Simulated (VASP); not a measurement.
CaSe:

```
Ca Se
1.0
     0.00000    2.96753    2.96753
     2.96753    0.00000    2.96753
     2.96753    2.96753    0.00000
Ca Se
1 1
Direct
  0.00000 0.00000 0.00000
  0.50000 0.50000 0.50000
```

Base run:

* Program: VASP 6.6.1
* Functional: r2SCAN
* Potentials or basis: VASP PAW PBE potentials, release 64 (Ca_sv, Se)
* Cutoff: 520 eV
* k mesh: 8 × 8 × 8
* Occupations: gaussian, width 0.01 eV
* Spin: no spin polarisation

Its results: band gap on the k mesh 2.52 eV, indirect (least direct gap 3.46 eV); pressure 0.2 GPa.

**Question.** The run is repeated on the same cell with these changes: functional from r2SCAN to PBE; occupations from gaussian, width 0.01 eV to fermi-dirac, width 0.02 eV. What comes out?

**Answer.** Band gap on the k mesh 2.05 eV, indirect (least direct gap 2.97 eV); pressure 0.7 GPa.

Caveats: the PAW data sets were made with another functional, which shifts forces and pressure a little (some runs).

A k mesh can miss the band edges.
